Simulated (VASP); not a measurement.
Input of a VASP 6.6.1 run:

The input INCAR:

```
SYSTEM = BN
ALGO = Normal ; EDIFF = 1E-6
ENCUT = 520 ; GGA = PE
ISIF = 2 ; ISMEAR = 0
IVDW = 12 ; LASPH = .True.
LCHARG = .False. ; LREAL = .False.
LWAVE = .False. ; NBANDS = 26
NELM = 80 ; PREC = Accurate
SIGMA = 0.05
```

The input KPOINTS:

```
k-points
0
Gamma
  6 6 6
  0 0 0
```

Contents of POSCAR:

```
BN
1.0
   -0.0004223957     -0.0156035420      4.3897733902
    2.5370843562      3.3296573993      2.1826296396
   -2.5071863365      3.3068891842      2.1831180294
B N
4 4
Direct
    0.5414933940      0.6820581184      0.2389285489
    0.5157558602      0.3028964355      0.7573098674
    0.0033726308      0.4647613833      0.3632383827
   -0.0008693844      1.0803073601      0.0234354582
    0.1986070842      0.7631705054      0.2433703454
    0.1879196674      0.3432174853      0.6534410853
    0.7252587941      0.4579341220      0.5299885018
    0.4952619138     -0.0943454100      0.1902878103
```

Potentials or basis: VASP PAW PBE potentials, release 64 (B, N).

Command:

```sh
$ cat potpaw_PBE.64/B/POTCAR potpaw_PBE.64/N/POTCAR > POTCAR
$ mpirun -np 1 vasp_std > vasp.out
```

Question: Predict the band gap on the k mesh.

Answer: Zero (band 16 reaches 4.14 eV, above the bottom of band 17 at 3.92 eV).

Question: Predict the largest force.

Answer: 89.710 eV/Å.

Question: Predict the pressure.

Answer: 85.5 GPa.

Forces on the atoms (eV/Å):
```
B   -60.779 -49.485 -13.762
B    -5.598   0.928  -9.874
B     7.089  -8.392  24.717
B     0.099  -2.047   1.660
N     3.418  -2.079 -11.298
N    -8.920   0.887   2.392
N    -4.585   7.892 -16.506
N    69.275  52.296  22.671
```

Caveat: the cell differs from its parent crystal (atoms moved at random and the cell strained at random); pairwise dispersion overbinds metals, which lowers pressure and volume; forces of over 1 eV/Å act on the atoms, so gaps and moduli don't describe the material at rest.
